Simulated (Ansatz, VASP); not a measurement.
# Zn in VASP and in Ansatz

```
Zn
1.0
     4.40151    0.00000    0.00000
    -2.20075    3.81182    0.00000
     0.00000    0.00000    2.79407
Zn
3
Cartesian
  0.0000 0.0000 0.0000
  0.0000 2.5412 1.3970
  2.2008 1.2706 1.3970
```

Alike in both runs: functional PBE; k mesh 9 × 9 × 12; occupations fermi-dirac, width 0.1 eV; no spin polarisation.

Ansatz relaxed the structure, and its values are those at the end. VASP's run is a single point on that final structure, the one shown.

|  | VASP | Ansatz |
| --- | --- | --- |
| version | VASP 6.6.1 | Ansatz 0.2.0 |
| potentials or method | VASP PAW PBE potentials, release 64 (Zn) | PAW with Ansatz's default frozen-core files, scalar-relativistic |
| plane-wave cutoff (eV) | 520 | 420 |
| valence electrons in the cell | 36 | 36 |

|  | VASP | Ansatz | Ansatz less VASP |
| --- | --- | --- | --- |
| pressure (GPa) | 0.3 | 0.0 | -0.28 |

The functional is the same, so the differences come from potentials, cutoffs and numerics.
